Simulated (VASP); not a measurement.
# TaN (P-6m2) in VASP: a series of runs

The runs below take TaN through single point, with HSE06, PBE0.

Program: VASP 6.6.1. These are calculated values, not measurements. Logs are shortened: lines on timing, memory, paths and dates and some standing lists are left out, and cuts for length are marked.

### 1 The cell of the first run

Symmetry: P-6m2, No. 187, hexagonal system. Conventional cell: a = 2.898 Å, b = 2.898 Å, c = 2.844 Å, α = 90.00°, β = 90.00°, γ = 120.00°. Ta (site symmetry -6m2) has 6 N at 2.20 Å and 8 Ta at 2.84 to 2.90 Å within 2.9 Å. N (site symmetry -6m2) has 6 Ta at 2.20 Å and 8 N at 2.84 to 2.90 Å within 2.9 Å.

### 2 Single point, HSE06

POSCAR

```
TaN
1.0
    2.8982924298      0.0000000000      0.0000000000
   -1.4491462149      2.5099948717      0.0000000000
    0.0000000000      0.0000000000      2.8440357641
Ta N
1 1
Direct
    0.0000000000      0.0000000000      0.5000000000
    0.6666666667      0.3333333333      0.0000000000
```

INCAR.step1

```
SYSTEM = TaN
ALGO = Normal
EDIFF = 1E-5
ENCUT = 520
GGA = PE
ISIF = 2
ISMEAR = -1
LASPH = .TRUE.
LCHARG = .FALSE.
LREAL = .FALSE.
LWAVE = .TRUE.
NBANDS = 15
NELM = 100
PREC = Accurate
SIGMA = 0.05
```

INCAR.step2

```
SYSTEM = TaN
ALGO = Normal
EDIFF = 1E-7
ENCUT = 520
GGA = PE
HFSCREEN = 0.2079
ISIF = 2
ISMEAR = -1
ISTART = 1
LASPH = .TRUE.
LCHARG = .FALSE.
LHFCALC = .TRUE.
LREAL = .FALSE.
LWAVE = .FALSE.
NBANDS = 15
NELM = 100
PREC = Accurate
PRECFOCK = Normal
SIGMA = 0.05
```

KPOINTS

```
k-points
0
G
  6 6 6
  0 0 0
```

Potentials or basis: VASP PAW PBE potentials, release 64 (Ta_pv, N).

On the command line:

```bash
$ cat potpaw_PBE.64/Ta_pv/POTCAR potpaw_PBE.64/N/POTCAR > POTCAR
$ cp INCAR.step1 INCAR
$ mpirun -np 1 vasp_std > vasp.out
$ cp INCAR.step2 INCAR
$ mpirun -np 1 vasp_std > vasp.out
```

OUTCAR:

```text
SYSTEM = TaN
   EDIFF = 1E-7
   ENCUT = 520
   GGA = PE
   HFSCREEN = 0.2079
   ISIF = 2
   ISMEAR = -1
   ISTART = 1
   LASPH = .TRUE.
   LHFCALC = .TRUE.
   LREAL = .FALSE.
   NELM = 100
   PREC = Accurate
   PRECFOCK = Normal

 ion  position               nearest neighbor table
   1  0.000  0.000  0.500-   2 2.20   2 2.20   2 2.20   2 2.20   2 2.20   2 2.20
   2  0.667  0.333  0.000-   1 2.20   1 2.20   1 2.20   1 2.20   1 2.20   1 2.20

  LATTYP: Found a hexagonal cell.
 ALAT       =     2.8982924298
 C/A-ratio  =     0.9812797821

  Lattice vectors:

 A1 = (   2.8982924298,   0.0000000000,   0.0000000000)
 A2 = (  -1.4491462149,   2.5099948717,   0.0000000000)
 A3 = (   0.0000000000,   0.0000000000,   2.8440357641)

Analysis of symmetry for initial positions (statically):
=====================================================================
 Subroutine PRICEL returns:
 Original cell was already a primitive cell.

 Routine SETGRP: Setting up the symmetry group for a
 hexagonal supercell.

 Subroutine GETGRP returns: Found 12 space group operations
 (whereof 12 operations were pure point group operations)
 out of a pool of 24 trial point group operations.

The static configuration has the point symmetry D_3h.

Analysis of symmetry for dynamics (positions and initial velocities):
=====================================================================
 Subroutine PRICEL returns:
 Original cell was already a primitive cell.

 Routine SETGRP: Setting up the symmetry group for a
 hexagonal supercell.

 Subroutine GETGRP returns: Found 12 space group operations
 (whereof 12 operations were pure point group operations)
 out of a pool of 24 trial point group operations.

The dynamic configuration has the point symmetry D_3h.

 Subroutine INISYM returns: Found 12 space group operations
 (whereof 12 operations are pure point group operations),
 and found     1 'primitive' translations

----------------------------------------------------------------------------------------

                                     Primitive cell

  volume of cell :      20.6895

  direct lattice vectors                    reciprocal lattice vectors
     2.898292430  0.000000000  0.000000000     0.345030746  0.199203594  0.000000000
    -1.449146215  2.509994872  0.000000000     0.000000000  0.398407189  0.000000000
     0.000000000  0.000000000  2.844035764     0.000000000  0.000000000  0.351613019

  length of vectors
     2.898292430  2.898292430  2.844035764     0.398407188  0.398407189  0.351613019

  position of ions in fractional coordinates (direct lattice)
     0.000000000  0.000000000  0.500000000
     0.666666667  0.333333333  0.000000000

  ion indices of the primitive-cell ions
   primitive index   ion index
                 1           1
                 2           2

----------------------------------------------------------------------------------------

 KPOINTS: k-points

Automatic generation of k-mesh.
 Grid dimensions read from file:
 generate k-points for:    6    6    6

 Generating k-lattice:

  Cartesian coordinates                     Fractional coordinates (reciprocal lattice)
     0.057505124  0.033200599  0.000000000     0.166666667 -0.000000000  0.000000000
     0.000000000  0.066401198  0.000000000     0.000000000  0.166666667  0.000000000
     0.000000000  0.000000000  0.058602170     0.000000000  0.000000000  0.166666667

  Length of vectors
     0.066401198  0.066401198  0.058602170

  Shift w.r.t. Gamma in fractional coordinates (k-lattice)
     0.000000000  0.000000000  0.000000000

 Subroutine IBZKPT returns following result:
 ===========================================

 Found     28 irreducible k-points:

 Following reciprocal coordinates:
            Coordinates               Weight
  0.000000  0.000000  0.000000      1.000000
  0.166667  0.000000  0.000000      6.000000
  0.333333 -0.000000  0.000000      6.000000
  0.500000 -0.000000  0.000000      3.000000
  0.166667  0.166667  0.000000      6.000000
  0.333333  0.166667  0.000000     12.000000
[... 16 lines left out ...]
  0.166667  0.000000  0.500000      6.000000
  0.333333 -0.000000  0.500000      6.000000
 [... further k-points ...]
   k-points           NKPTS =     28   k-points in BZ     NKDIM =    216   number of bands    NBANDS=     15
   number of dos      NEDOS =    301   number of ions     NIONS =      2
   total plane-waves  NPLWV =  13824
   dimension x,y,z NGX =    24 NGY =   24 NGZ =   24
   dimension x,y,z NGXF=    48 NGYF=   48 NGZF=   48
   ions per type =               1   1
   NGX,Y,Z   is equivalent  to a cutoff of  13.77, 13.77, 14.03 a.u.
   NGXF,Y,Z  is equivalent  to a cutoff of  27.53, 27.53, 28.06 a.u.
 SYSTEM =  TaN
   PREC   = accura    normal or accurate (medium, high low for compatibility)
   ISTART =      1    job   : 0-new  1-cont  2-samecut
   ICHARG =      0    charge: 1-file 2-atom 10-const
   ISPIN  =      1    spin polarized calculation?
   LNONCOLLINEAR =      F non collinear calculations
   LSORBIT =      F    spin-orbit coupling
   LASPH  =      T    aspherical Exc in radial PAW
   ENCUT  =  520.0 eV  38.22 Ry    6.18 a.u.   5.39  5.39  5.29*2*pi/ulx,y,z
   NELM   =    100;   NELMIN=  2; NELMDL=  0     # of ELM steps
   EDIFF  = 0.1E-06   stopping-criterion for ELM
   LREAL  =      F    real-space projection
   EDIFFG = 0.1E-05   stopping-criterion for IOM
   NSW    =      0    number of steps for IOM
   IBRION =     -1    ionic relax: 0-MD 1-quasi-New 2-CG
   NFREE  =      0    steps in history (QN), initial steepest desc. (CG)
   ISIF   =      2    stress and relaxation
   ISYM   =      3    0-nonsym 1-usesym 2-fastsym
   POTIM  = 0.5000    time-step for ionic-motion
   TEBEG  =    0.0;   TEEND  =   0.0 temperature during run
   PSTRESS=    0.0 pullay stress
   NELECT =      16.0000    total number of electrons
   NUPDOWN=      -1.0000    fix difference up-down
   EMIN   =  10.00;   EMAX   =-10.00  energy-range for DOS
   EFERMI =   0.00;   METHOD = LEGACY
   ISMEAR =    -1;   SIGMA  =   0.05  broadening in eV -4-tet -1-fermi 0-gaus
   EFERMI_NEDOS =   21; number of points for ismear=-14 and -15
   IALGO  =     38    algorithm
   IMIX   =      1    mixing-type and parameters
     AMIX     =   0.40;   BMIX     =  1.00
     AMIX_MAG =   1.60;   BMIX_MAG =  1.00
  volume/ion in A,a.u.               =      10.34        69.81
  Fermi-wavevector in a.u.,A,eV,Ry     =   1.502674  2.839642 30.722355  2.258029
  Thomas-Fermi vector in A             =   2.613884
   LORBIT       =      0    0 simple, 1 ext, 2 COOP (PROOUT), +10 PAW based schemes
   GGA     = PE    functional components
   LHFCALC =     T    Hartree Fock is set to
   PRECFOCK=normal    Normal, Fast or Accurate (Low or Medium for compatibility)
   ENCUT4O =  -1.0   cutoff for four orbital integrals eV
   NKREDX  =     1    reduce k-point grid by
   NKREDY  =     1    reduce k-point grid by
   NKREDZ  =     1    reduce k-point grid by
   AEXX    =    0.2500 exact exchange contribution
   HFSCREEN=    0.2079 screening length (either q_TF or 0.3 A-1)
   HFSCREENC=   0.2079 screening length for correlation (either q_TF or 0.3 A-1)
   ENCUTFOCK=  -1.0 apply spherical cutoff to Coloumb kernel
   IVDW    =     0    specifies the selected vdW correction
   LEPSILON=     F    determine dielectric tensor
   LRPA    =     F    only Hartree local field effects (RPA)
 non-spin polarized calculation
  energy-cutoff  :      520.00
  volume of cell :       20.69
 maximum number of plane-waves:       580
 NGX is ok and might be reduce to    24
  NGX = 18; NGY = 18; NGZ = 16

 number of electron      15.9999999 magnetization

 Free energy of the ion-electron system (eV)
  ---------------------------------------------------
  ext. energy  EPLUGINS =         0.00000000
  ---------------------------------------------------
  free energy    TOTEN  =       -26.35151644 eV

  energy without entropy =      -26.35046900  energy(sigma->0) =      -26.35099272

 E-fermi :   9.0093     XC(G=0): -11.0639

 val. band max:        8.6314559909   @ k =   0.0000   0.0000   0.5000
 cond. band min:       9.0641228690   @ k =   0.0000   0.0000   0.3333
 fundamental gap:      0.4326668781
 Fermi energy:         9.0092798510

 k-point     1 :       0.0000    0.0000    0.0000
  band No.  band energies     occupation
      1     -28.6884      2.00000
      2     -28.3765      2.00000
      3     -28.3765      2.00000
      4     -11.7836      2.00000
      5       3.0112      2.00000
      6       3.0112      2.00000
      7       3.4954      2.00000
      8       4.9234      2.00000
      9      11.6843      0.00000
     10      13.0409      0.00000
     11      13.0409      0.00000
     12      13.6210      0.00000
     13      13.6210      0.00000
     14      22.9800      0.00000
     15      24.0146      0.00000

 k-point     2 :       0.1667    0.0000    0.0000
  band No.  band energies     occupation
      1     -28.7417      2.00000
      2     -28.6398      2.00000
      3     -28.4531      2.00000
      4     -11.1479      2.00000
      5       1.5316      2.00000
      6       3.4701      2.00000
      7       4.1211      2.00000
      8       4.2494      2.00000
      9      11.8547      0.00000
     10      13.1654      0.00000
     11      13.3032      0.00000
     12      13.6747      0.00000
     13      14.3062      0.00000
     14      22.9273      0.00000
     15      24.0119      0.00000

 k-point     3 :       0.3333   -0.0000    0.0000
  band No.  band energies     occupation
      1     -29.4122      2.00000
      2     -28.6031      2.00000
      3     -28.5420      2.00000
      4      -9.8343      2.00000
      5      -0.4219      2.00000
      6       2.8546      2.00000
      7       4.2764      2.00000
      8       4.8024      2.00000
      9      11.7575      0.00000
     10      12.7257      0.00000
     11      14.0185      0.00000
     12      14.9047      0.00000
     13      16.2030      0.00000
     14      23.5853      0.00000
     15      24.0136      0.00000
[... 343 lines left out ...]
 k-point    23 :       0.1667    0.0000    0.5000
  band No.  band energies     occupation
      1     -29.7939      2.00000
      2     -28.5980      2.00000
      3     -28.3422      2.00000
      4      -8.8795      2.00000
      5      -1.5056      2.00000
      6       3.2434      2.00000
      7       3.2642      2.00000
      8       7.0127      2.00000
      9       9.7714      0.00000
     10      12.4544      0.00000
     11      13.0639      0.00000
     12      13.9611      0.00000
     13      20.0191      0.00000
     14      20.1869      0.00000
     15      24.0097      0.00000

 k-point    24 :       0.3333   -0.0000    0.5000
  band No.  band energies     occupation
      1     -29.6154      2.00000
      2     -29.2053      2.00000
      3     -28.4742      2.00000
      4      -9.3445      2.00000
      5      -0.2729      2.00000
      6       1.8523      2.00000
      7       2.1716      2.00000
      8       6.7487      2.00000
      9      12.6966      0.00000
     10      13.1190      0.00000
     11      14.7932      0.00000
     12      16.1587      0.00000
     13      21.1523      0.00000
     14      22.5925      0.00000
     15      24.0097      0.00000

 [... further k-points ...]
[... 5 lines left out ...]
  --------------------------------------------------------------------------------------
  -------------------------------------------------------------------------------------
  Total        1.4492833      1.4492833      1.6732906      0.0000000      0.0000000      0.0000000
  in kB      112.2312481    112.2312481    129.5781783      0.0000000      0.0000000      0.0000000
  external PRESSURE =     118.0135581 kB  Pullay stress =       0.0000000 kB

 VOLUME and BASIS-vectors are now :
 -----------------------------------------------------------------------------
  energy-cutoff  :      520.00
  volume of cell :       20.69
      direct lattice vectors                 reciprocal lattice vectors
     2.898292430  0.000000000  0.000000000     0.345030746  0.199203594  0.000000000
    -1.449146215  2.509994872  0.000000000     0.000000000  0.398407189  0.000000000
     0.000000000  0.000000000  2.844035764     0.000000000  0.000000000  0.351613019

 POSITION                                       TOTAL-FORCE (eV/Angst)
 -----------------------------------------------------------------------------------
      0.00000      0.00000      1.42202         0.000000     -0.000000      0.000000
      1.44915      0.83666      0.00000        -0.000000      0.000000      0.000000
 -----------------------------------------------------------------------------------
    total drift:                                0.000001     -0.000001     -0.000000

  FREE ENERGIE OF THE ION-ELECTRON SYSTEM (eV)
  ---------------------------------------------------
  free  energy   TOTEN  =       -26.3515164420 eV

  energy  without entropy=      -26.3504689988  energy(sigma->0) =      -26.35099272
```

It took 45 min on 1 thread of AMD EPYC 7R43 (Zen 3), shared host; peak memory 0.22 GiB.

What came out:

```yaml
Free_energy: -26.3515 eV
Pressure: 11.8 GPa
Band_gap_on_the_k_mesh: zero (bands 8 and 9 overlap by 0.43 eV)
```

Levels at points of the mesh, in eV from the Fermi level:
| k point | band 4 | band 5 | band 6 | band 7 | band 8 | band 9 | band 10 | band 11 | band 12 | band 13 |
| --- | --- | --- | --- | --- | --- | --- | --- | --- | --- | --- |
| (0.00, 0.00, 0.00) | -20.79 | -6.00 | -6.00 | -5.51 | -4.09 | 2.68 | 4.03 | 4.03 | 4.61 | 4.61 |
| (0.50, 0.00, 0.00) | -18.14 | -10.20 | -6.69 | -4.66 | -4.41 | 3.45 | 4.54 | 5.91 | 5.91 | 8.15 |
| (0.00, 0.00, 0.50) | -17.65 | -11.41 | -5.03 | -5.03 | -0.38 | -0.38 | 2.41 | 3.72 | 3.72 | 8.98 |
| (0.50, 0.00, 0.50) | -18.59 | -9.11 | -7.79 | -7.28 | -1.14 | 4.80 | 5.98 | 6.71 | 8.18 | 11.42 |

Caveat: the k points lie up to 0.42 Å⁻¹ apart; the PAW data sets were made with another functional, which shifts forces and pressure a little; spin-orbit coupling is left out, which moves the levels of the heavy elements.

### 3 Single point, PBE0

This run uses another cell than the first one, of 10.99 Å³/atom.

POSCAR

```
TaN
1.0
    2.9574575207      0.0000000000      0.0000000000
   -1.4787287603      2.5612333435      0.0000000000
    0.0000000000      0.0000000000      2.9020932717
Ta N
1 1
Direct
    0.0000000000      0.0000000000      0.5000000000
    0.6666666667      0.3333333333      0.0000000000
```

INCAR.step1

```
SYSTEM = TaN
PREC = Accurate
ENCUT = 520
EDIFF = 1E-5
ISMEAR = -1
SIGMA = 0.05
LREAL = .False.
LASPH = .True.
NELM = 60
ALGO = Normal
ISIF = 2
LWAVE = .True.
LCHARG = .False.
NBANDS = 15
GGA = PE
```

INCAR.step2

```
SYSTEM = TaN
PREC = Accurate
ENCUT = 520
EDIFF = 1E-6
ISMEAR = -1
SIGMA = 0.05
LREAL = .False.
LASPH = .True.
NELM = 60
ALGO = Normal
ISIF = 2
LWAVE = .False.
LCHARG = .False.
GGA = PE
LHFCALC = .True.
AEXX = 0.25
PRECFOCK = Normal
NBANDS = 15
ISTART = 1
```

KPOINTS

```
regular mesh
0
Gamma
  6 6 6
  0 0 0
```

Potentials or basis: VASP PAW PBE potentials, release 64 (Ta_pv, N).

On the command line:

```bash
$ cat potpaw_PBE.64/Ta_pv/POTCAR potpaw_PBE.64/N/POTCAR > POTCAR
$ cp INCAR.step1 INCAR
$ mpirun -np 1 vasp_std > vasp.out
$ cp INCAR.step2 INCAR
$ mpirun -np 1 vasp_std > vasp.out
```

Wall time 16 min (1 thread of Intel Xeon 6975P-C (Granite Rapids), shared host); peak memory 0.16 GiB.

Results (log left out):

```
Free energy            : -28.1154 eV
Pressure               : -10.8 GPa
Band gap on the k mesh : zero (bands 8 and 9 overlap by 0.82 eV)
```

Stress tensor (GPa, compression positive):
```
-10.62   0.00   0.00
  0.00 -10.62   0.00
  0.00   0.00 -11.29
```

Levels at points of the mesh, in eV from the Fermi level:
| k point | band 6 | band 7 | band 8 | band 9 | band 10 | band 11 |
| --- | --- | --- | --- | --- | --- | --- |
| (0.00, 0.00, 0.00) | -6.27 | -5.79 | -4.55 | 2.39 | 3.96 | 3.96 |
| (0.50, 0.00, 0.00) | -6.92 | -4.96 | -4.84 | 3.42 | 4.38 | 5.67 |
| (0.00, 0.00, 0.50) | -5.34 | -5.34 | -0.77 | -0.77 | 2.41 | 3.75 |
| (0.50, 0.00, 0.50) | -8.11 | -7.48 | -1.82 | 4.57 | 5.71 | 6.36 |

Caveat: the k points lie up to 0.41 Å⁻¹ apart, too coarse for converged energies and pressures of a metal; the PAW data sets were made with another functional, which shifts forces and pressure a little; spin-orbit coupling is left out, which moves the levels of the heavy elements.

### 4 Single point, PBE0

This run uses another cell than the first one, of 10.13 Å³/atom.

POSCAR

```
TaN
1.0
    2.8780239874      0.0000000000      0.0000000000
   -1.4390119937      2.4924418858      0.0000000000
    0.0000000000      0.0000000000      2.8241467514
Ta N
1 1
Direct
    0.0000000000      0.0000000000      0.5000000000
    0.6666666667      0.3333333333      0.0000000000
```

INCAR.step1

```
SYSTEM = TaN
PREC = Accurate
ENCUT = 520
EDIFF = 1E-5
ISMEAR = -1
SIGMA = 0.05
LREAL = .FALSE.
LASPH = .TRUE.
NELM = 60
ALGO = Normal
ISIF = 2
LWAVE = .TRUE.
LCHARG = .FALSE.
NBANDS = 15
GGA = PE
```

INCAR.step2

```
SYSTEM = TaN
PREC = Accurate
ENCUT = 520
EDIFF = 1E-6
ISMEAR = -1
SIGMA = 0.05
LREAL = .FALSE.
LASPH = .TRUE.
NELM = 60
ALGO = Normal
ISIF = 2
LWAVE = .FALSE.
LCHARG = .FALSE.
GGA = PE
LHFCALC = .TRUE.
AEXX = 0.25
PRECFOCK = Normal
NBANDS = 15
ISTART = 1
```

KPOINTS

```
regular mesh
0
G
  6 6 6
  0 0 0
```

On the command line:

```bash
$ cat potpaw_PBE.64/Ta_pv/POTCAR potpaw_PBE.64/N/POTCAR > POTCAR
$ cp INCAR.step1 INCAR
$ mpirun -np 1 vasp_std > vasp.out
$ cp INCAR.step2 INCAR
$ mpirun -np 1 vasp_std > vasp.out
```

Wall time 25 min (1 thread of AMD EPYC 7R13 (Zen 3), shared host); peak memory 0.13 GiB.

Results (log left out):

| Item | Value |
| --- | --- |
| Free energy | -28.0689 eV |
| Pressure | 21.4 GPa |
| Band gap on the k mesh | zero (bands 8 and 9 overlap by 0.87 eV) |

Stress tensor (GPa, compression positive):
```
20.44  0.00  0.00
 0.00 20.44  0.00
 0.00  0.00 23.44
```

Levels at points of the mesh, in eV from the Fermi level:
```csv
k point,band 5,band 6,band 7,band 8,band 9,band 10,band 11,band 12
"(0.00, 0.00, 0.00)",-6.69,-6.69,-6.23,-4.68,3.03,4.37,4.37,4.97
"(0.50, 0.00, 0.00)",-10.93,-7.39,-5.35,-5.02,3.76,4.90,6.26,6.31
"(0.00, 0.00, 0.50)",-12.16,-5.68,-5.68,-0.81,-0.81,2.66,3.99,3.99
"(0.50, 0.00, 0.50)",-9.85,-8.47,-8.01,-1.66,5.18,6.39,7.15,8.63
```

Caveat: the k points lie up to 0.42 Å⁻¹ apart, too coarse for converged energies and pressures of a metal; the PAW data sets were made with another functional, which shifts forces and pressure a little; spin-orbit coupling is left out, which moves the levels of the heavy elements.

### 5 Summary

```tsv
level	cell	screening parameter	gap on the mesh (eV)	pressure (GPa)
HSE06	a = 2.898, b = 2.898, c = 2.844 Å, angles 90.0, 90.0, 120.0°, 2 atoms	0.2079 1/Å	none	11.8
PBE0	a = 2.957, b = 2.957, c = 2.902 Å, angles 90.0, 90.0, 120.0°, 2 atoms	-	none	-10.8
PBE0	a = 2.878, b = 2.878, c = 2.824 Å, angles 90.0, 90.0, 120.0°, 2 atoms	-	none	21.4
```

Alike in all rows: task single point; potentials or basis VASP PAW PBE potentials, release 64 (Ta_pv, N); no spin polarisation; k mesh 6 × 6 × 6; cutoff (eV) 520; smearing fermi-dirac 0.05 eV.

Caveats: all runs use coarse meshes; the PAW data sets were made with another functional, which shifts forces and pressure a little; spin-orbit coupling is left out, which moves the levels of the heavy elements.

Total energies depend on the potentials used, so only differences within one code and one set of settings carry meaning.
